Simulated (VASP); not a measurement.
Runs of VASP 6.6.1 on NaCl. The structure is that of space group P6/mmm (No. 191), or close to it. The cells are those of the table. The cell was built from a structure type or drawn by symmetry, and may not be a known phase.

| task | cell | k mesh | cutoff (eV) | smearing | gap on the mesh (eV) | pressure (GPa) | relaxed volume (Å³/atom) |
| --- | --- | --- | --- | --- | --- | --- | --- |
| relaxation of cell and atoms | relaxed from a = 3.345, b = 3.345, c = 5.565 Å, angles 90.0, 90.0, 120.0°, 2 atoms | 6 × 6 × 4 | 600 | gaussian 0.1 eV | 3.72 | 0.0 | 55.34 |
| single point | a = 5.442, b = 5.442, c = 4.996 Å, angles 90.0, 90.0, 120.0°, 2 atoms | 6 × 6 × 4 | 520 | gaussian 0.1 eV | 3.93 | (b) | - |
| single point | a = 3.345, b = 3.345, c = 5.565 Å, angles 90.0, 90.0, 120.0°, 2 atoms | 6 × 6 × 4 | 520 | gaussian 0.1 eV | none | 0.7 | - |
| relaxation of cell and atoms | relaxed from a = 6.759, b = 6.759, c = 5.022 Å, angles 90.0, 90.0, 120.0°, 2 atoms | 6 × 6 × 6 | 600 | gaussian 0.02 eV | (a) | 0.0 | 117.86 |
| relaxation of cell and atoms | relaxed from a = 5.442, b = 5.442, c = 4.996 Å, angles 90.0, 90.0, 120.0°, 2 atoms | 6 × 6 × 6 | 600 | gaussian 0.02 eV | 4.28 | 0.0 | 89.85 |
| single point | a = 6.759, b = 6.759, c = 5.022 Å, angles 90.0, 90.0, 120.0°, 2 atoms | 6 × 6 × 6 | 520 | gaussian 0.02 eV | 4.37 | 0.0 | - |

Alike in all rows: level PBE; potentials or basis VASP PAW PBE potentials, release 64 (Na_pv, Cl); no spin polarisation.

Q: Estimate the missing entries.

A: (a) 4.52; (b) 0.1.

Caveats: some runs use coarse meshes; the volume moved by over 15 % at a fixed basis, so the end points are rough (at least some runs).

A k mesh can miss the band edges.

A gap of «none» marks levels without a gap at the run's occupations.
